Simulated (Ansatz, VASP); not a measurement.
## Hf in VASP and in Ansatz

File INCAR:

```
PREC = Accurate
ENCUT = 520
EDIFF = 1E-6
ISMEAR = 0
SIGMA = 0.05
LREAL = False
LASPH = True
NELM = 60
ALGO = Normal
ISIF = 2
LWAVE = False
LCHARG = False
GGA = PE
NBANDS = 11
```

The input KPOINTS:

```
regular mesh
0
Gamma
  8 8 8
```

POSCAR

```
Hf
1.0
   -1.7734035948      1.7734035948      1.7734035948
    1.7734035948     -1.7734035948      1.7734035948
    1.7734035948      1.7734035948     -1.7734035948
Hf
1
Direct
    0.0000000000      0.0000000000      0.0000000000
```

Input for Ansatz:

```yaml
crystal:
  lattice:
    - [-1.7734035948, 1.7734035948, 1.7734035948]
    - [1.7734035948, -1.7734035948, 1.7734035948]
    - [1.7734035948, 1.7734035948, -1.7734035948]
  atoms:
    - { symbol: Hf, position: [0.0, 0.0, 0.0] }
basis:
  ecutwfc: 420
  ecutrho_ratio: 4
kpoints:
  mp_grid: { grid: [8, 8, 8] }
hamiltonian:
  xc: pbe
scf:
  occupations: { method: gaussian, width: 0.05 }
output:
  forces: true
  stress: true
  eigenvalues: true
```

Alike in both runs: task single point; functional PBE; k mesh 8 × 8 × 8; occupations gaussian, width 0.05 eV; no spin polarisation.

|  | VASP | Ansatz |
| --- | --- | --- |
| version | VASP 6.6.1 | Ansatz 0.2.0 |
| potentials or method | VASP PAW PBE potentials, release 64 (Hf_pv), cutoff 520 eV | scalar-relativistic, plane waves, PAW |
| valence electrons in the cell | 10 | 26 |

Ansatz gave:

* gap on the k mesh at the Fermi level (eV): none
* pressure (GPa): -0.3

Q: Estimate VASP's values.

A: gap on the k mesh at the Fermi level (eV): none; pressure (GPa): -0.6.

A gap of «none» marks a metal or a gap that the smearing closes. VASP's potentials hold 10 valence electrons a cell and Ansatz's 26, so a difference there can come from the potentials and not from the codes.

Neither program's run includes spin-orbit coupling.
